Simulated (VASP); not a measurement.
A run of VASP 6.6.1 is set up as follows.

INCAR

```
SYSTEM = Tc
PREC = Accurate ; ENCUT = 520
EDIFF = 1E-6 ; ISMEAR = -1
SIGMA = 0.1 ; LREAL = .FALSE.
LASPH = .TRUE. ; NELM = 100
ALGO = Normal ; ISIF = 2
LWAVE = .FALSE. ; LCHARG = .TRUE.
GGA = PS ; LELF = .TRUE.
LVHAR = .TRUE. ; NBANDS = 26
```

KPOINTS

```
Automatic mesh
0
G
  8 8 8
  0 0 0
```

The input POSCAR:

```
Tc
1.0
   -1.9597600000      1.9597600000      3.9068480000
    1.9597600000     -1.9597600000      3.9068480000
    1.9597600000      1.9597600000     -3.9068480000
Tc
3
Direct
    0.7500000000      0.2500000000      0.5000000000
    0.2500000000      0.7500000000      0.5000000000
    0.5000000000      0.5000000000      0.0000000000
```

Potentials or basis: VASP PAW PBE potentials, release 64 (Tc_pv).

Launch:

```sh
$ cat potpaw_PBE.64/Tc_pv/POTCAR > POTCAR
$ mpirun -np 1 vasp_std > vasp.out
```

(1) Estimate the pressure.

## Answers

(1) -31.0 GPa.

Caveat: the PAW data sets were made with another functional, which shifts forces and pressure a little.
